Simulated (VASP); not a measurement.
Set up this calculation in VASP 6.6.1, as the native input.

| Property | Result |
| --- | --- |
| Task | single point |
| Functional | PBE |
| Potentials or basis | VASP PAW PBE potentials, release 64 (Cs_sv, I) |
| Cutoff | 520 eV |
| k mesh | 12 × 12 × 12 |
| Occupations | gaussian, width 0.1 eV |
| Spin | no spin polarisation |
| Dipole correction | no |
| Further INCAR settings | ALGO = Normal; EDIFF = 1e-06; NBANDS = 18 |

The structure of CsI2 lies in POSCAR:

```
CsI2
1.0
   -2.6029723436      2.6029723436      5.9466200465
    2.6029723436     -2.6029723436      5.9466200465
    2.6029723436      2.6029723436     -5.9466200465
Cs I
1 2
Direct
    0.0000000000      0.0000000000      0.0000000000
    0.3636207271      0.3636207271      0.0000000000
    0.6363792729      0.6363792729      0.0000000000
```

These files were run (other wordings do the same):

INCAR

```
SYSTEM = CsI2
PREC     = Accurate       ! precision mode
ENCUT    = 520            ! plane-wave cutoff, eV
EDIFF    = 1E-6           ! SCF threshold, eV
ISMEAR   = 0              ! smearing method
SIGMA    = 0.1            ! smearing width, eV
LREAL    = .FALSE.        ! projectors in reciprocal space
LASPH    = .TRUE.         ! aspherical terms in the spheres
NELM     = 80             ! most SCF steps
ALGO     = Normal         ! electronic algorithm
ISIF     = 2              ! what is computed and relaxed
LWAVE    = .FALSE.        ! write WAVECAR
LCHARG   = .FALSE.        ! write CHGCAR
GGA      = PE             ! functional
NBANDS   = 18             ! bands
```

KPOINTS

```
Automatic mesh
0
G
  12 12 12
  0 0 0
```

Potentials or basis: VASP PAW PBE potentials, release 64 (Cs_sv, I).

Run with:

```console
$ cat potpaw_PBE.64/Cs_sv/POTCAR potpaw_PBE.64/I/POTCAR > POTCAR
$ mpirun -np 1 vasp_std > vasp.out
```

Results of the run:

- Pressure: 0.0 GPa
- Band gap on the k mesh: zero (an odd number of electrons rules out a gap without spin polarisation)

Caveat: spin-orbit coupling is left out, which moves the levels of the heavy elements; an odd number of electrons without spin polarisation forces a metal; a magnetic or distorted state may lie lower.

Run time: 22 min on 1 thread of Intel Xeon 8259CL, on a shared host, peak memory 0.71 GiB.
